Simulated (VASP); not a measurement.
# Ir (Fd-3m) in VASP: a series of runs

Ir is run at these levels: PBE; tasks: single point.

All numbers are computed with VASP 6.6.1; they aren't measurements. Logs are shortened: lines on timing, memory, paths and dates and some standing lists are left out, and cuts for length are marked.

## (1) The cell of the first run

Symmetry: Fd-3m, No. 227, cubic system. Conventional cell: a = 5.534 Å, b = 5.534 Å, c = 5.534 Å, α = 90.00°, β = 90.00°, γ = 90.00°. Ir (site symmetry -43m) has 4 Ir at 2.40 Å within 3.2 Å.

## (2) Single point, PBE

INCAR reads:

```
SYSTEM = Ir
ALGO     = Normal         ! electronic algorithm
EDIFF    = 1E-7           ! SCF threshold, eV
ENCUT    = 520            ! plane-wave cutoff, eV
GGA      = PE             ! functional
ISIF     = 2              ! what is computed and relaxed
ISMEAR   = -1             ! smearing method
LASPH    = .True.         ! aspherical terms in the spheres
LCHARG   = .True.         ! write CHGCAR
LELF     = .True.         ! ELF
LREAL    = .False.        ! projectors in reciprocal space
LVHAR    = .True.       
LWAVE    = .False.        ! write WAVECAR
NBANDS   = 16             ! bands
NELM     = 80             ! most SCF steps
PREC     = Accurate       ! precision mode
SIGMA    = 0.06122561905347299 ! smearing width, eV
```

KPOINTS reads:

```
k-points
0
Gamma
  12 12 12
  0 0 0
```

POSCAR reads:

```
Ir
1.0
    0.0000000000      2.7668136368      2.7668136368
    2.7668136368      0.0000000000      2.7668136368
    2.7668136368      2.7668136368      0.0000000000
Ir
2
Direct
    0.0000000000      0.0000000000      0.0000000000
    0.2500000000      0.2500000000      0.2500000000
```

Potentials or basis: VASP PAW PBE potentials, release 64 (Ir).

The run is started by

```sh
$ cat potpaw_PBE.64/Ir/POTCAR > POTCAR
$ mpirun -np 1 vasp_std > vasp.out
```

OUTCAR:

```text
SYSTEM = Ir
   EDIFF = 1E-7
   ENCUT = 520
   GGA = PE
   ISIF = 2
   ISMEAR = -1
   LASPH = .True.
   LREAL = .False.
   NELM = 80
   PREC = Accurate

 ion  position               nearest neighbor table
   1  0.000  0.000  0.000-   2 2.40   2 2.40   2 2.40   2 2.40
   2  0.250  0.250  0.250-   1 2.40   1 2.40   1 2.40   1 2.40

  LATTYP: Found a face centered cubic cell.
 ALAT       =     5.5336272736

  Lattice vectors:

 A1 = (   0.0000000000,   2.7668136368,   2.7668136368)
 A2 = (   2.7668136368,   0.0000000000,   2.7668136368)
 A3 = (   2.7668136368,   2.7668136368,   0.0000000000)

Analysis of symmetry for initial positions (statically):
=====================================================================
 Subroutine PRICEL returns:
 Original cell was already a primitive cell.

 Routine SETGRP: Setting up the symmetry group for a
 face centered cubic supercell.

 Subroutine GETGRP returns: Found 48 space group operations
 (whereof 24 operations were pure point group operations)
 out of a pool of 48 trial point group operations.

The static configuration has the point symmetry T_d .
 The point group associated with its full space group is O_h .

Analysis of symmetry for dynamics (positions and initial velocities):
=====================================================================
 Subroutine PRICEL returns:
 Original cell was already a primitive cell.

 Routine SETGRP: Setting up the symmetry group for a
 face centered cubic supercell.

 Subroutine GETGRP returns: Found 48 space group operations
 (whereof 24 operations were pure point group operations)
 out of a pool of 48 trial point group operations.

The dynamic configuration has the point symmetry T_d .
 The point group associated with its full space group is O_h .

 Subroutine INISYM returns: Found 48 space group operations
 (whereof 24 operations are pure point group operations),
 and found     1 'primitive' translations

----------------------------------------------------------------------------------------

                                     Primitive cell

  volume of cell :      42.3613

  direct lattice vectors                    reciprocal lattice vectors
     0.000000000  2.766813637  2.766813637    -0.180713292  0.180713292  0.180713292
     2.766813637  0.000000000  2.766813637     0.180713292 -0.180713292  0.180713292
     2.766813637  2.766813637  0.000000000     0.180713292  0.180713292 -0.180713292

  length of vectors
     3.912865370  3.912865370  3.912865370     0.313004603  0.313004603  0.313004603

  position of ions in fractional coordinates (direct lattice)
     0.000000000  0.000000000  0.000000000
     0.250000000  0.250000000  0.250000000

  ion indices of the primitive-cell ions
   primitive index   ion index
                 1           1
                 2           2

----------------------------------------------------------------------------------------

 KPOINTS: k-points

Automatic generation of k-mesh.
 Grid dimensions read from file:
 generate k-points for:   12   12   12

 Generating k-lattice:

  Cartesian coordinates                     Fractional coordinates (reciprocal lattice)
    -0.015059441  0.015059441  0.015059441     0.083333333  0.000000000  0.000000000
     0.015059441 -0.015059441  0.015059441     0.000000000  0.083333333  0.000000000
     0.015059441  0.015059441 -0.015059441     0.000000000  0.000000000  0.083333333

  Length of vectors
     0.026083717  0.026083717  0.026083717

  Shift w.r.t. Gamma in fractional coordinates (k-lattice)
     0.000000000  0.000000000  0.000000000

 Subroutine IBZKPT returns following result:
 ===========================================

 Found     72 irreducible k-points:

 Following reciprocal coordinates:
            Coordinates               Weight
  0.000000  0.000000  0.000000      1.000000
  0.083333  0.000000  0.000000      8.000000
  0.166667  0.000000  0.000000      8.000000
  0.250000  0.000000  0.000000      8.000000
  0.333333  0.000000  0.000000      8.000000
  0.416667  0.000000  0.000000      8.000000
[... 16 lines left out ...]
  0.500000  0.166667  0.000000     24.000000
 -0.416667  0.166667  0.000000     24.000000
 [... further k-points ...]
   k-points           NKPTS =     72   k-points in BZ     NKDIM =     72   number of bands    NBANDS=     16
   number of dos      NEDOS =    301   number of ions     NIONS =      2
   total plane-waves  NPLWV =  27000
   dimension x,y,z NGX =    30 NGY =   30 NGZ =   30
   dimension x,y,z NGXF=    60 NGYF=   60 NGZF=   60
   ions per type =               2
   NGX,Y,Z   is equivalent  to a cutoff of  12.75, 12.75, 12.75 a.u.
   NGXF,Y,Z  is equivalent  to a cutoff of  25.49, 25.49, 25.49 a.u.
 SYSTEM =  Ir
   PREC   = accura    normal or accurate (medium, high low for compatibility)
   ISTART =      0    job   : 0-new  1-cont  2-samecut
   ICHARG =      2    charge: 1-file 2-atom 10-const
   ISPIN  =      1    spin polarized calculation?
   LNONCOLLINEAR =      F non collinear calculations
   LSORBIT =      F    spin-orbit coupling
   LASPH  =      T    aspherical Exc in radial PAW
   ENCUT  =  520.0 eV  38.22 Ry    6.18 a.u.   7.28  7.28  7.28*2*pi/ulx,y,z
   NELM   =     80;   NELMIN=  2; NELMDL= -5     # of ELM steps
   EDIFF  = 0.1E-06   stopping-criterion for ELM
   LREAL  =      F    real-space projection
   EDIFFG = 0.1E-05   stopping-criterion for IOM
   NSW    =      0    number of steps for IOM
   IBRION =     -1    ionic relax: 0-MD 1-quasi-New 2-CG
   NFREE  =      0    steps in history (QN), initial steepest desc. (CG)
   ISIF   =      2    stress and relaxation
   ISYM   =      2    0-nonsym 1-usesym 2-fastsym
   POTIM  = 0.5000    time-step for ionic-motion
   TEBEG  =    0.0;   TEEND  =   0.0 temperature during run
   PSTRESS=    0.0 pullay stress
   NELECT =      18.0000    total number of electrons
   NUPDOWN=      -1.0000    fix difference up-down
   EMIN   =  10.00;   EMAX   =-10.00  energy-range for DOS
   EFERMI =   0.00;   METHOD = LEGACY
   ISMEAR =    -1;   SIGMA  =   0.06  broadening in eV -4-tet -1-fermi 0-gaus
   EFERMI_NEDOS =   21; number of points for ismear=-14 and -15
   IALGO  =     38    algorithm
   IMIX   =      4    mixing-type and parameters
     AMIX     =   0.40;   BMIX     =  1.00
     AMIX_MAG =   1.60;   BMIX_MAG =  1.00
  volume/ion in A,a.u.               =      21.18       142.93
  Fermi-wavevector in a.u.,A,eV,Ry     =   1.230767  2.325812 20.609926  1.514787
  Thomas-Fermi vector in A             =   2.365603
   LORBIT       =      0    0 simple, 1 ext, 2 COOP (PROOUT), +10 PAW based schemes
   GGA     = PE    functional components
   LHFCALC =     F    Hartree Fock is set to
   AEXX    =    0.0000 exact exchange contribution
   IVDW    =     0    specifies the selected vdW correction
   LEPSILON=     F    determine dielectric tensor
   LRPA    =     F    only Hartree local field effects (RPA)
 non-spin polarized calculation
  energy-cutoff  :      520.00
  volume of cell :       42.36
 maximum number of plane-waves:      1159
 NGX is ok and might be reduce to    30
   NGX = 15   NGY = 15   NGZ = 15

 number of electron      18.0000000 magnetization

 Free energy of the ion-electron system (eV)
  ---------------------------------------------------
  ext. energy  EPLUGINS =         0.00000000
  ---------------------------------------------------
  free energy    TOTEN  =       -15.71243966 eV

  energy without entropy =      -15.68869793  energy(sigma->0) =      -15.70056880

 E-fermi :   5.4077     XC(G=0): -11.2606

 val. band max:        5.3650833561   @ k =   0.4167   0.3333   0.0000
 cond. band min:       5.4189167811   @ k =  -0.3333   0.3333   0.0000
 fundamental gap:      0.0538334251
 Fermi energy:         5.4077290728

 k-point     1 :       0.0000    0.0000    0.0000
  band No.  band energies     occupation
      1      -2.6967      2.00000
      2       0.2476      2.00000
      3       0.2476      2.00000
      4       0.6636      2.00000
      5       0.6636      2.00000
      6       0.6636      2.00000
[... 8 lines left out ...]
     15      17.9364      0.00000
     16      17.9364      0.00000

 k-point     2 :       0.0833    0.0000    0.0000
  band No.  band energies     occupation
      1      -2.5746      2.00000
      2       0.1576      2.00000
      3       0.1576      2.00000
      4       0.6493      2.00000
      5       0.7993      2.00000
      6       0.7993      2.00000
[... 8 lines left out ...]
     15      17.5575      0.00000
     16      17.5575      0.00000

 k-point     3 :       0.1667    0.0000    0.0000
  band No.  band energies     occupation
      1      -2.2249      2.00000
      2       0.0521      2.00000
      3       0.0521      2.00000
      4       0.6126      2.00000
      5       1.0081      2.00000
      6       1.0081      2.00000
[... 8 lines left out ...]
     15      16.6412      0.00000
     16      17.9452      0.00000

 k-point     4 :       0.2500    0.0000    0.0000
  band No.  band energies     occupation
      1      -1.7048      2.00000
      2       0.0303      2.00000
      3       0.0303      2.00000
      4       0.5647      2.00000
      5       1.1071      2.00000
      6       1.1071      2.00000
[... 8 lines left out ...]
     15      15.6948      0.00000
     16      18.6390      0.00000

 k-point     5 :       0.3333    0.0000    0.0000
  band No.  band energies     occupation
      1      -1.1298      2.00000
      2       0.1081      2.00000
      3       0.1081      2.00000
      4       0.5008      2.00000
      5       1.0263      2.00000
      6       1.0263      2.00000
[... 8 lines left out ...]
     15      15.2414      0.00000
     16      18.8120      0.00000

 k-point     6 :       0.4167    0.0000    0.0000
  band No.  band energies     occupation
      1      -0.6669      2.00000
      2       0.2743      2.00000
      3       0.2743      2.00000
      4       0.4058      2.00000
      5       0.8144      2.00000
      6       0.8144      2.00000
[... 8 lines left out ...]
     15      15.1297      0.00000
     16      18.7849      0.00000

 k-point     7 :       0.5000    0.0000    0.0000
  band No.  band energies     occupation
      1      -0.4799      2.00000
      2       0.3421      2.00000
      3       0.4399      2.00000
      4       0.4399      2.00000
      5       0.6249      2.00000
      6       0.6249      2.00000
[... 8 lines left out ...]
     15      15.0980      0.00000
     16      18.7602      0.00000

 k-point     8 :       0.0833    0.0833    0.0000
  band No.  band energies     occupation
      1      -2.5330      2.00000
      2      -0.0012      2.00000
      3       0.3296      2.00000
      4       0.6590      2.00000
      5       0.6590      2.00000
      6       0.9476      2.00000
[... 8 lines left out ...]
     15      16.6674      0.00000
     16      17.9801      0.00000

 k-point     9 :       0.1667    0.0833    0.0000
  band No.  band energies     occupation
      1      -2.2560      2.00000
      2      -0.1461      2.00000
      3       0.3119      2.00000
      4       0.6316      2.00000
      5       0.7781      2.00000
      6       1.1735      2.00000
[... 8 lines left out ...]
     15      16.8464      0.00000
     16      17.1822      0.00000
[... 172 lines left out ...]
 k-point    19 :       0.1667    0.1667    0.0000
  band No.  band energies     occupation
      1      -2.0515      2.00000
      2      -0.3207      2.00000
      3       0.5728      2.00000
      4       0.6383      2.00000
      5       0.6383      2.00000
      6       1.3729      2.00000
[... 8 lines left out ...]
     15      15.7981      0.00000
     16      16.3255      0.00000

 k-point    20 :       0.2500    0.1667    0.0000
  band No.  band energies     occupation
      1      -1.6408      2.00000
      2      -0.4201      2.00000
      3       0.5441      2.00000
      4       0.5866      2.00000
      5       0.8066      2.00000
      6       1.5751      2.00000
[... 8 lines left out ...]
     15      15.3930      0.00000
     16      16.7987      0.00000

 k-point    21 :       0.3333    0.1667    0.0000
  band No.  band energies     occupation
      1      -1.1027      2.00000
      2      -0.4283      2.00000
      3       0.4658      2.00000
      4       0.5312      2.00000
      5       0.9052      2.00000
      6       1.6224      2.00000
[... 8 lines left out ...]
     15      15.3557      0.00000
     16      17.8428      0.00000

 k-point    22 :       0.4167    0.1667    0.0000
  band No.  band energies     occupation
      1      -0.5820      2.00000
      2      -0.3661      2.00000
      3       0.3382      2.00000
      4       0.4891      2.00000
      5       0.9668      2.00000
      6       1.4854      2.00000
[... 8 lines left out ...]
     15      15.3685      0.00000
     16      19.1400      0.00000

 k-point    23 :       0.5000    0.1667    0.0000
  band No.  band energies     occupation
      1      -0.3068      2.00000
      2      -0.2247      2.00000
      3       0.3105      2.00000
      4       0.3286      2.00000
      5       1.1259      2.00000
      6       1.2674      2.00000
[... 8 lines left out ...]
     15      15.4363      0.00000
     16      19.8146      0.00000

 k-point    24 :      -0.4167    0.1667    0.0000
  band No.  band energies     occupation
      1      -0.3230      2.00000
      2      -0.0656      2.00000
      3       0.1105      2.00000
      4       0.4261      2.00000
      5       0.9978      2.00000
      6       1.3663      2.00000
[... 8 lines left out ...]
     15      15.5452      0.00000
     16      19.4429      0.00000

 [... further k-points ...]
[... 5 lines left out ...]
  --------------------------------------------------------------------------------------
  -------------------------------------------------------------------------------------
  Total        0.8362258      0.8362258      0.8362258     -0.0000000      0.0000000     -0.0000000
  in kB       31.6274694     31.6274694     31.6274694     -0.0000000      0.0000000     -0.0000000
  external PRESSURE =      31.6274694 kB  Pullay stress =       0.0000000 kB

 VOLUME and BASIS-vectors are now :
 -----------------------------------------------------------------------------
  energy-cutoff  :      520.00
  volume of cell :       42.36
      direct lattice vectors                 reciprocal lattice vectors
     0.000000000  2.766813637  2.766813637    -0.180713292  0.180713292  0.180713292
     2.766813637  0.000000000  2.766813637     0.180713292 -0.180713292  0.180713292
     2.766813637  2.766813637  0.000000000     0.180713292  0.180713292 -0.180713292

 POSITION                                       TOTAL-FORCE (eV/Angst)
 -----------------------------------------------------------------------------------
      0.00000      0.00000      0.00000         0.000000      0.000000      0.000000
      1.38341      1.38341      1.38341        -0.000000     -0.000000     -0.000000
 -----------------------------------------------------------------------------------
    total drift:                                0.000000     -0.000000      0.000000

  FREE ENERGIE OF THE ION-ELECTRON SYSTEM (eV)
  ---------------------------------------------------
  free  energy   TOTEN  =       -15.7124396602 eV

  energy  without entropy=      -15.6886979330  energy(sigma->0) =      -15.70056880
```

It took 57 s on 1 thread of Intel Xeon 6975P-C, shared host; peak memory 0.19 GiB.

What came out:

- Free energy: -15.7124 eV
- Pressure: 3.2 GPa
- Band gap on the k mesh: zero (band 9 reaches 6.49 eV, above the bottom of band 10 at 4.94 eV)

Levels at points of the mesh, in eV from the Fermi level:
```
           k point  band 6  band 7  band 8  band 9  band 10  band 11  band 12  band 13
(0.00, 0.00, 0.00)   -4.74   -1.78   -1.78   -1.78     0.81     0.81    10.93    11.01
(0.50, 0.00, 0.00)   -4.78   -1.99   -1.02   -1.02     0.26     0.26     1.47     8.83
(0.50, 0.50, 0.00)   -3.72   -2.52   -2.52    0.59     0.59     1.99     1.99     3.76
```

Caveat: spin-orbit coupling is left out, which moves the levels of the heavy elements.

(Continued in part 2 of 2.)
